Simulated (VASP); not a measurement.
# C (Fd-3m) in VASP: notebook

C is run at these levels: LDA; tasks: single point.

Program: VASP 6.6.1. These are calculated values, not measurements. Logs are shortened: lines on timing, memory, paths and dates and some standing lists are left out, and cuts for length are marked.

### 1 The cell of the first run

It takes space group Fd-3m (No. 227, cubic). Conventional cell: a = 3.555 Å, b = 3.555 Å, c = 3.555 Å, α = 90.00°, β = 90.00°, γ = 90.00°. C (site symmetry -43m) has 4 C at 1.54 Å within 2.1 Å.

### 2 Single point, LDA (volume scaled by 0.99)

File INCAR:

```
SYSTEM = C
PREC = Accurate ; ENCUT = 520
EDIFF = 1E-6 ; ISMEAR = -1
SIGMA = 0.03 ; LREAL = .FALSE.
LASPH = .TRUE. ; NELM = 100
ALGO = Normal ; ISIF = 2
LWAVE = .FALSE. ; LCHARG = .FALSE.
GGA = CA ; NBANDS = 11
```

File KPOINTS:

```
regular mesh
0
G
  16 16 16
  0 0 0
```

File POSCAR:

```
C
1.0
    0.0000000000      1.7774354070      1.7774354070
    1.7774354070      0.0000000000      1.7774354070
    1.7774354070      1.7774354070      0.0000000000
C
2
Direct
    0.5000000000      0.5000000000      0.5000000000
    0.7500000000      0.7500000000      0.7500000000
```

Potentials or basis: VASP PAW LDA potentials, release 64 (C).

Run with:

```
$ cat potpaw_LDA.64/C/POTCAR > POTCAR
$ mpirun -np 1 vasp_std > vasp.out
```

OUTCAR:

```text
SYSTEM = C
   PREC = Accurate
   ENCUT = 520
   EDIFF = 1E-6
   ISMEAR = -1
   LREAL = .FALSE.
   LASPH = .TRUE.
   NELM = 100
   ISIF = 2
   GGA = CA

 ion  position               nearest neighbor table
   1  0.500  0.500  0.500-   2 1.54   2 1.54   2 1.54   2 1.54
   2  0.750  0.750  0.750-   1 1.54   1 1.54   1 1.54   1 1.54

  LATTYP: Found a face centered cubic cell.
 ALAT       =     3.5548708140

  Lattice vectors:

 A1 = (   0.0000000000,   1.7774354070,   1.7774354070)
 A2 = (   1.7774354070,   0.0000000000,   1.7774354070)
 A3 = (   1.7774354070,   1.7774354070,   0.0000000000)

Analysis of symmetry for initial positions (statically):
=====================================================================
 Subroutine PRICEL returns:
 Original cell was already a primitive cell.

 Routine SETGRP: Setting up the symmetry group for a
 face centered cubic supercell.

 Subroutine GETGRP returns: Found 48 space group operations
 (whereof 24 operations were pure point group operations)
 out of a pool of 48 trial point group operations.

The static configuration has the point symmetry T_d .
 The point group associated with its full space group is O_h .

Analysis of symmetry for dynamics (positions and initial velocities):
=====================================================================
 Subroutine PRICEL returns:
 Original cell was already a primitive cell.

 Routine SETGRP: Setting up the symmetry group for a
 face centered cubic supercell.

 Subroutine GETGRP returns: Found 48 space group operations
 (whereof 24 operations were pure point group operations)
 out of a pool of 48 trial point group operations.

The dynamic configuration has the point symmetry T_d .
 The point group associated with its full space group is O_h .

 Subroutine INISYM returns: Found 48 space group operations
 (whereof 24 operations are pure point group operations),
 and found     1 'primitive' translations

----------------------------------------------------------------------------------------

                                     Primitive cell

  volume of cell :      11.2308

  direct lattice vectors                    reciprocal lattice vectors
     0.000000000  1.777435407  1.777435407    -0.281304175  0.281304175  0.281304175
     1.777435407  0.000000000  1.777435407     0.281304175 -0.281304175  0.281304175
     1.777435407  1.777435407  0.000000000     0.281304175  0.281304175 -0.281304175

  length of vectors
     2.513673259  2.513673259  2.513673259     0.487233123  0.487233123  0.487233123

  position of ions in fractional coordinates (direct lattice)
     0.500000000  0.500000000  0.500000000
[... 83 lines left out ...]
   NFREE  =      0    steps in history (QN), initial steepest desc. (CG)
   ISIF   =      2    stress and relaxation
   ISYM   =      2    0-nonsym 1-usesym 2-fastsym
   POTIM  = 0.5000    time-step for ionic-motion
   TEBEG  =    0.0;   TEEND  =   0.0 temperature during run
   PSTRESS=    0.0 pullay stress
   NELECT =       8.0000    total number of electrons
   NUPDOWN=      -1.0000    fix difference up-down
   EMIN   =  10.00;   EMAX   =-10.00  energy-range for DOS
   EFERMI =   0.00;   METHOD = LEGACY
   ISMEAR =    -1;   SIGMA  =   0.03  broadening in eV -4-tet -1-fermi 0-gaus
   EFERMI_NEDOS =   21; number of points for ismear=-14 and -15
   IALGO  =     38    algorithm
   IMIX   =      4    mixing-type and parameters
     AMIX     =   0.40;   BMIX     =  1.00
     AMIX_MAG =   1.60;   BMIX_MAG =  1.00
  volume/ion in A,a.u.               =       5.62        37.89
  Fermi-wavevector in a.u.,A,eV,Ry     =   1.462068  2.762909 29.084409  2.137644
  Thomas-Fermi vector in A             =   2.578325
   LORBIT       =      0    0 simple, 1 ext, 2 COOP (PROOUT), +10 PAW based schemes
   GGA     = CA    functional components
   LHFCALC =     F    Hartree Fock is set to
   AEXX    =    0.0000 exact exchange contribution
   IVDW    =     0    specifies the selected vdW correction
   LEPSILON=     F    determine dielectric tensor
   LRPA    =     F    only Hartree local field effects (RPA)
 non-spin polarized calculation
  energy-cutoff  :      520.00
  volume of cell :       11.23
 maximum number of plane-waves:       314
   NGX =  9   NGY =  9   NGZ =  9

 number of electron       7.9999999 magnetization

 Free energy of the ion-electron system (eV)
  ---------------------------------------------------
  ext. energy  EPLUGINS =         0.00000000
  ---------------------------------------------------
  free energy    TOTEN  =       -20.24171324 eV

  energy without entropy =      -20.24171324  energy(sigma->0) =      -20.24171324

 E-fermi :  10.4068     XC(G=0): -13.5480

 val. band max:        9.8706723162   @ k =   0.0000   0.0000   0.0000
 cond. band min:      13.9939827140   @ k =   0.3750   0.3750   0.0000
 fundamental gap:      4.1233103977
 Fermi energy:        10.4067533705

 k-point     1 :       0.0000    0.0000    0.0000
  band No.  band energies     occupation
      1     -11.5817      2.00000
      2       9.8707      2.00000
      3       9.8707      2.00000
      4       9.8707      2.00000
      5      15.4413      0.00000
      6      15.4413      0.00000
      7      15.4413      0.00000
      8      23.6564      0.00000
      9      29.0058      0.00000
     10      36.6125      0.00000
     11      36.6125      0.00000
[... 309 lines left out ...]
 k-point    24 :      -0.0625    0.0625    0.0000
  band No.  band energies     occupation
      1     -11.2916      2.00000
      2       8.4588      2.00000
      3       8.7873      2.00000
      4       9.6904      2.00000
      5      15.7346      0.00000
      6      16.2696      0.00000
      7      16.5666      0.00000
      8      23.8093      0.00000
      9      29.4630      0.00000
     10      33.0568      0.00000
     11      34.3518      0.00000

 [... further k-points ...]
[... 5 lines left out ...]
  --------------------------------------------------------------------------------------
  -------------------------------------------------------------------------------------
  Total       -0.5127422     -0.5127422     -0.5127422     -0.0000000     -0.0000000      0.0000000
  in kB      -73.1472783    -73.1472783    -73.1472783     -0.0000000     -0.0000000      0.0000000
  external PRESSURE =     -73.1472783 kB  Pullay stress =       0.0000000 kB

 VOLUME and BASIS-vectors are now :
 -----------------------------------------------------------------------------
  energy-cutoff  :      520.00
  volume of cell :       11.23
      direct lattice vectors                 reciprocal lattice vectors
     0.000000000  1.777435407  1.777435407    -0.281304175  0.281304175  0.281304175
     1.777435407  0.000000000  1.777435407     0.281304175 -0.281304175  0.281304175
     1.777435407  1.777435407  0.000000000     0.281304175  0.281304175 -0.281304175

 POSITION                                       TOTAL-FORCE (eV/Angst)
 -----------------------------------------------------------------------------------
      1.77744      1.77744      1.77744        -0.000000     -0.000000     -0.000000
      2.66615      2.66615      2.66615         0.000000      0.000000      0.000000
 -----------------------------------------------------------------------------------
    total drift:                                0.000000     -0.000000      0.000000

  FREE ENERGIE OF THE ION-ELECTRON SYSTEM (eV)
  ---------------------------------------------------
  free  energy   TOTEN  =       -20.2417132351 eV

  energy  without entropy=      -20.2417132351  energy(sigma->0) =      -20.24171324
```

stdout:

```text
POSCAR found type information on POSCAR C
 POSCAR found :  1 types and       2 ions
 scaLAPACK will be used
 LDA part: xc-table for (Slater(with rela. corr.)+CA(PZ))
 , standard interpolation
 POSCAR, INCAR and KPOINTS ok, starting setup
 FFT: planning ... GRIDC
 FFT: planning ... GRID_SOFT
 FFT: planning ... GRID
 WAVECAR not read
 entering main loop
```

Run time: 9.8 s. Hardware: 1 thread of Intel Xeon 6975P-C, shared host; peak memory 0.12 GiB.

What came out:

```yaml
Free_energy: -20.2417 eV
Pressure: -7.3 GPa
Band_gap_on_the_k_mesh: 4.12 eV, indirect (least direct gap 5.57 eV)
```

Levels at points of the mesh, in eV from the valence-band top:
```tsv
k point	band 1	band 2	band 3	band 4	band 5	band 6	band 7	band 8	band 9
(0.00, 0.00, 0.00)	-21.45	0.00	0.00	0.00	5.57	5.57	5.57	13.79	19.14
(0.50, 0.00, 0.00)	-15.55	-13.47	-2.81	-2.81	8.43	8.43	9.15	15.50	21.67
(0.50, 0.50, 0.00)	-12.68	-12.68	-6.35	-6.35	4.73	4.73	16.78	16.78	23.12
```

 A k mesh can miss the band edges.

### 3 Single point, LDA (volume scaled by 1.02)

File INCAR:

```
SYSTEM = C
PREC = Accurate
ENCUT = 520
EDIFF = 1E-7
ISMEAR = -1
SIGMA = 0.03
LREAL = .FALSE.
LASPH = .TRUE.
NELM = 100
ALGO = Normal
ISIF = 2
LWAVE = .FALSE.
LCHARG = .FALSE.
NBANDS = 11
```

KPOINTS is that of step 2.

File POSCAR:

```
C
1.0
    0.0000000000      1.7952109402      1.7952109402
    1.7952109402      0.0000000000      1.7952109402
    1.7952109402      1.7952109402      0.0000000000
C
2
Direct
    0.5000000000      0.5000000000      0.5000000000
    0.7500000000      0.7500000000      0.7500000000
```

Potentials or basis: VASP PAW LDA potentials, release 64 (C).

Run with:

```
$ cat potpaw_LDA.64/C/POTCAR > POTCAR
$ mpirun -np 1 vasp_std > vasp.out
```

It took 8.4 s on 1 thread of Intel Xeon 6975P-C, shared host; peak memory 0.12 GiB.

It converged, with:

* Free energy: -20.2133 eV
* Pressure: -19.7 GPa
* Band gap on the k mesh: 4.05 eV, indirect (least direct gap 5.49 eV)

Levels at points of the mesh, in eV from the valence-band top:
| k point | band 2 | band 3 | band 4 | band 5 | band 6 | band 7 |
| --- | --- | --- | --- | --- | --- | --- |
| (0.00, 0.00, 0.00) | 0.00 | 0.00 | 0.00 | 5.49 | 5.49 | 5.49 |
| (0.50, 0.00, 0.00) | -13.14 | -2.74 | -2.74 | 8.30 | 8.30 | 8.74 |
| (0.50, 0.50, 0.00) | -12.47 | -6.17 | -6.17 | 4.66 | 4.66 | 16.33 |

 A k mesh can miss the band edges.

### 4 Single point, LDA (volume scaled by 1.04)

File INCAR:

```
PREC = Accurate
ENCUT = 520
EDIFF = 1E-7
ISMEAR = -1
SIGMA = 0.03
LREAL = False
LASPH = True
NELM = 60
ALGO = Normal
ISIF = 2
LWAVE = False
LCHARG = True
LELF = True
LVHAR = True
NBANDS = 11
```

File KPOINTS:

```
Automatic mesh
0
Gamma
  16 16 16
```

File POSCAR:

```
C
1.0
    0.0000000000      1.8068684808      1.8068684808
    1.8068684808      0.0000000000      1.8068684808
    1.8068684808      1.8068684808      0.0000000000
C
2
Direct
    0.5000000000      0.5000000000      0.5000000000
    0.7500000000      0.7500000000      0.7500000000
```

Potentials or basis: VASP PAW LDA potentials, release 64 (C).

Run with:

```
$ cat potpaw_LDA.64/C/POTCAR > POTCAR
$ mpirun -np 1 vasp_std > vasp.out
```

OUTCAR:

```text
PREC = Accurate
   ENCUT = 520
   EDIFF = 1E-7
   ISMEAR = -1
   LREAL = False
   LASPH = True
   NELM = 60
   ISIF = 2

 ion  position               nearest neighbor table
   1  0.500  0.500  0.500-   2 1.56   2 1.56   2 1.56   2 1.56
   2  0.750  0.750  0.750-   1 1.56   1 1.56   1 1.56   1 1.56

  LATTYP: Found a face centered cubic cell.
 ALAT       =     3.6137369616

  Lattice vectors:

 A1 = (   0.0000000000,   1.8068684808,   1.8068684808)
 A2 = (   1.8068684808,   0.0000000000,   1.8068684808)
 A3 = (   1.8068684808,   1.8068684808,   0.0000000000)

Analysis of symmetry for initial positions (statically):
=====================================================================
 Subroutine PRICEL returns:
 Original cell was already a primitive cell.

 Routine SETGRP: Setting up the symmetry group for a
 face centered cubic supercell.

 Subroutine GETGRP returns: Found 48 space group operations
 (whereof 24 operations were pure point group operations)
 out of a pool of 48 trial point group operations.

The static configuration has the point symmetry T_d .
 The point group associated with its full space group is O_h .

Analysis of symmetry for dynamics (positions and initial velocities):
=====================================================================
 Subroutine PRICEL returns:
 Original cell was already a primitive cell.

 Routine SETGRP: Setting up the symmetry group for a
 face centered cubic supercell.

 Subroutine GETGRP returns: Found 48 space group operations
 (whereof 24 operations were pure point group operations)
 out of a pool of 48 trial point group operations.

The dynamic configuration has the point symmetry T_d .
 The point group associated with its full space group is O_h .

 Subroutine INISYM returns: Found 48 space group operations
 (whereof 24 operations are pure point group operations),
 and found     1 'primitive' translations

[... 115 lines left out ...]
  volume/ion in A,a.u.               =       5.90        39.81
  Fermi-wavevector in a.u.,A,eV,Ry     =   1.438252  2.717902 28.144583  2.068568
  Thomas-Fermi vector in A             =   2.557239
   LORBIT       =      0    0 simple, 1 ext, 2 COOP (PROOUT), +10 PAW based schemes
   GGA     = CA    functional components
   LHFCALC =     F    Hartree Fock is set to
   AEXX    =    0.0000 exact exchange contribution
   IVDW    =     0    specifies the selected vdW correction
   LEPSILON=     F    determine dielectric tensor
   LRPA    =     F    only Hartree local field effects (RPA)
 non-spin polarized calculation
  energy-cutoff  :      520.00
  volume of cell :       11.80
 maximum number of plane-waves:       332
   NGX =  9   NGY =  9   NGZ =  9

 number of electron       8.0000001 magnetization

 Free energy of the ion-electron system (eV)
  ---------------------------------------------------
  ext. energy  EPLUGINS =         0.00000000
  ---------------------------------------------------
  free energy    TOTEN  =       -20.18053921 eV

  energy without entropy =      -20.18053921  energy(sigma->0) =      -20.18053921

 E-fermi :   9.7742     XC(G=0): -13.3106

 val. band max:        9.1573545413   @ k =   0.0000   0.0000   0.0000
 cond. band min:      13.1638210365   @ k =   0.3750   0.3750   0.0000
 fundamental gap:      4.0064664952
 Fermi energy:         9.7741637949

 k-point     1 :       0.0000    0.0000    0.0000
  band No.  band energies     occupation
      1     -11.6451      2.00000
      2       9.1574      2.00000
      3       9.1574      2.00000
      4       9.1574      2.00000
      5      14.5896      0.00000
      6      14.5896      0.00000
      7      14.5896      0.00000
      8      21.8290      0.00000
      9      27.6550      0.00000
     10      35.3533      0.00000
     11      35.3533      0.00000
[... 309 lines left out ...]
 k-point    24 :      -0.0625    0.0625    0.0000
  band No.  band energies     occupation
      1     -11.3645      2.00000
      2       7.7926      2.00000
      3       8.1333      2.00000
      4       8.9840      2.00000
      5      14.8703      0.00000
      6      15.3578      0.00000
      7      15.6437      0.00000
      8      22.0407      0.00000
      9      28.1054      0.00000
     10      31.9331      0.00000
     11      33.1255      0.00000

 [... further k-points ...]
[... 5 lines left out ...]
  --------------------------------------------------------------------------------------
  -------------------------------------------------------------------------------------
  Total       -1.9949597     -1.9949597     -1.9949597     -0.0000000      0.0000000      0.0000000
  in kB     -270.9162702   -270.9162702   -270.9162702     -0.0000000      0.0000000      0.0000000
  external PRESSURE =    -270.9162702 kB  Pullay stress =       0.0000000 kB

 VOLUME and BASIS-vectors are now :
 -----------------------------------------------------------------------------
  energy-cutoff  :      520.00
  volume of cell :       11.80
      direct lattice vectors                 reciprocal lattice vectors
     0.000000000  1.806868481  1.806868481    -0.276721856  0.276721856  0.276721856
     1.806868481  0.000000000  1.806868481     0.276721856 -0.276721856  0.276721856
     1.806868481  1.806868481  0.000000000     0.276721856  0.276721856 -0.276721856

 POSITION                                       TOTAL-FORCE (eV/Angst)
 -----------------------------------------------------------------------------------
      1.80687      1.80687      1.80687         0.000000      0.000000      0.000000
      2.71030      2.71030      2.71030        -0.000000     -0.000000     -0.000000
 -----------------------------------------------------------------------------------
    total drift:                                0.000000     -0.000000      0.000000

  FREE ENERGIE OF THE ION-ELECTRON SYSTEM (eV)
  ---------------------------------------------------
  free  energy   TOTEN  =       -20.1805392090 eV

  energy  without entropy=      -20.1805392090  energy(sigma->0) =      -20.18053921
```

stdout:

```text
POSCAR found type information on POSCAR C
 POSCAR found :  1 types and       2 ions
 scaLAPACK will be used
 LDA part: xc-table for (Slater(with rela. corr.)+CA(PZ))
 , standard interpolation
 POSCAR, INCAR and KPOINTS ok, starting setup
 FFT: planning ... GRIDC
 FFT: planning ... GRID_SOFT
 FFT: planning ... GRID
 WAVECAR not read
 entering main loop
```

Wall time 10 s (1 thread of Intel Xeon 6975P-C, shared host); peak memory 0.12 GiB.

Results:

```
Free energy            : -20.1805 eV
Pressure               : -27.1 GPa
Band gap on the k mesh : 4.01 eV, indirect (least direct gap 5.43 eV)
```

 A k mesh can miss the band edges.

### 5 Single point, LDA (volume scaled by 1.06)

File INCAR:

```
ALGO = Normal ; EDIFF = 1E-7
ENCUT = 520 ; ISIF = 2
ISMEAR = -1 ; LASPH = T
LCHARG = F ; LREAL = F
LWAVE = F ; NBANDS = 11
NELM = 100 ; PREC = Accurate
SIGMA = 0.03
```

File KPOINTS:

```
k-points
0
Gamma
  16 16 16
```

File POSCAR:

```
C
1.0
    0.0000000000      1.8183775075      1.8183775075
    1.8183775075      0.0000000000      1.8183775075
    1.8183775075      1.8183775075      0.0000000000
C
2
Direct
    0.5000000000      0.5000000000      0.5000000000
    0.7500000000      0.7500000000      0.7500000000
```

Run with:

```
$ cat potpaw_LDA.64/C/POTCAR > POTCAR
$ mpirun -np 1 vasp_std > vasp.out
```

It took 9.9 s on 1 thread of Intel Xeon 6975P-C, shared host; peak memory 0.12 GiB.

Results (log left out):

```yaml
Free_energy: -20.1378 eV
Pressure: -33.8 GPa
Band_gap_on_the_k_mesh: 3.96 eV, indirect (least direct gap 5.38 eV)
```

Levels at points of the mesh, in eV from the valence-band top:
```csv
k point,band 2,band 3,band 4,band 5,band 6,band 7
"(0.00, 0.00, 0.00)",0.00,0.00,0.00,5.38,5.38,5.38
"(0.50, 0.00, 0.00)",-12.73,-2.64,-2.64,8.13,8.13,8.23
"(0.50, 0.50, 0.00)",-12.21,-5.95,-5.95,4.57,4.57,15.76
```

### 6 Overview

| cell | gap on the mesh (eV) | pressure (GPa) |
| --- | --- | --- |
| a = 2.514 Å, angles 60.0°, 2 atoms | 4.12 | -7.3 |
| a = 2.539 Å, angles 60.0°, 2 atoms | 4.05 | -19.7 |
| a = 2.555 Å, angles 60.0°, 2 atoms | 4.01 | -27.1 |
| a = 2.572 Å, angles 60.0°, 2 atoms | 3.96 | -33.8 |

Alike in all rows: task single point; level LDA; potentials or basis VASP PAW LDA potentials, release 64 (C); no spin polarisation; k mesh 16 × 16 × 16; cutoff (eV) 520; smearing fermi-dirac 0.03 eV.

Total energies depend on the potentials used, so only differences within one code and one set of settings carry meaning.
